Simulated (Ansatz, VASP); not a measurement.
**One calculation of B2Ir, two programs**

Contents of INCAR:

```
SYSTEM = B2Ir
PREC     = Accurate       ! precision mode
ENCUT    = 500            ! plane-wave cutoff, eV
EDIFF    = 1E-7           ! SCF threshold, eV
ISMEAR   = 0              ! smearing method
SIGMA    = 0.1            ! smearing width, eV
LREAL    = .FALSE.        ! projectors in reciprocal space
LASPH    = .TRUE.         ! aspherical terms in the spheres
NELM     = 120            ! most SCF steps
ALGO     = Normal         ! electronic algorithm
ISIF     = 3              ! what is computed and relaxed
LWAVE    = .FALSE.        ! write WAVECAR
LCHARG   = .FALSE.        ! write CHGCAR
GGA      = PE             ! functional
IBRION   = 2              ! ionic algorithm
NSW      = 90             ! ionic steps
EDIFFG   = -0.04          ! ionic threshold
GGA_COMPAT= .FALSE.      
NELMIN   = 4
```

File KPOINTS:

```
regular mesh
0
G
  8 8 4
  0 0 0
```

File POSCAR:

```
B2Ir
1.0
    2.3952604900      0.0000000000      0.0000000000
    0.0000000000      2.3952604900      0.0000000000
    0.0000000000      0.0000000000      4.5763394900
B Ir
2 1
Direct
    0.5000000000      0.5000000000      0.2700000100
    0.5000000000      0.5000000000      0.7299999900
    0.0000000000      0.0000000000      0.0000000000
```

Input for Ansatz:

```yaml
crystal:
  lattice:
    - [2.39526049, 0.0, 0.0]
    - [0.0, 2.39526049, 0.0]
    - [0.0, 0.0, 4.57633949]
  atoms:
    - { symbol: B, position: [0.5, 0.5, 0.27000001] }
    - { symbol: B, position: [0.5, 0.5, 0.72999999] }
    - { symbol: Ir, position: [0.0, 0.0, 0.0] }
basis:
  ecutwfc: 420
kpoints:
  mp_grid: { grid: [8, 8, 4] }
hamiltonian:
  xc: pbe
scf:
  occupations: { method: gaussian, width: 0.1 }
  lower_state_search: "off"
output:
  forces: true
  stress: true
  eigenvalues: true
relax:
  adjacent_minimum: "off"
  f_tol: 0.04
  max_steps: 70
  cell: { stress_tol: 0.4 }
```

Change from the starting cell: species swapped into the FeSi2 type (P4/mmm, No. 123).

Alike in both runs: task relaxation of cell and atoms; functional PBE; k mesh 8 × 8 × 4; occupations gaussian, width 0.1 eV; no spin polarisation.

```csv
,VASP,Ansatz
version,VASP 6.6.1,Ansatz 0.2.0
potentials or method,"VASP PAW PBE potentials, release 64 (B, Ir), cutoff 500 eV","scalar-relativistic, plane waves, PAW"
valence electrons in the cell,15,23
```

|  | VASP | Ansatz | Ansatz less VASP |
| --- | --- | --- | --- |
| gap on the k mesh at the Fermi level, each at its own relaxed structure (eV) | none | none | - |
| relaxed volume (Å³/atom) | 10.20 | 10.17 | -0.031 |
| relaxed cell length with the largest relative difference (Å) | 4.213 | 4.202 | -0.0111 |

A gap of «none» marks a metal or a gap that the smearing closes. VASP's potentials hold 15 valence electrons a cell and Ansatz's 23, so a difference there can come from the potentials and not from the codes.

Neither program's run includes spin-orbit coupling. Noted on VASP's run: the volume moved by over 15 % at a fixed basis, so the end points are rough.
